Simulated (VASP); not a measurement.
A run of VASP 6.6.1 is set up as follows.

File INCAR:

```
SYSTEM = InP
PREC = Accurate
ENCUT = 520
EDIFF = 1E-7
ISMEAR = 0
SIGMA = 0.15
LREAL = .False.
LASPH = .True.
NELM = 60
ALGO = Normal
ISIF = 2
LWAVE = .False.
LCHARG = .False.
GGA = PS
NBANDS = 16
```

File KPOINTS:

```
regular mesh
0
Gamma
  16 16 16
  0 0 0
```

Contents of POSCAR:

```
InP
1.0
    0.0000000000      3.1015199451      2.4191855572
    3.1015199451      0.0000000000      2.4191855572
    3.1015199451      3.1015199451      0.0000000000
In P
1 1
Direct
    0.0000000000      0.0000000000      0.0000000000
    0.5000000000      0.5000000000      0.5000000000
```

Potentials or basis: VASP PAW PBE potentials, release 64 (In_d, P).

Launch:

```console
$ cat potpaw_PBE.64/In_d/POTCAR potpaw_PBE.64/P/POTCAR > POTCAR
$ mpirun -np 1 vasp_std > vasp.out
```

Q: Estimate the pressure.

A: 0.0 GPa.

Q: Predict the band gap on the k mesh.

A: Zero (bands 9 and 10 overlap by 3.15 eV).

Stress tensor (GPa, compression positive):
```
-9.24  0.00  0.00
 0.00 -9.24  0.00
 0.00  0.00 18.35
```

Caveat: the stress differs along the axes, from -9 to 18 GPa; the PAW data sets were made with another functional, which shifts forces and pressure a little; spin-orbit coupling is left out, which moves the levels of the heavy elements.
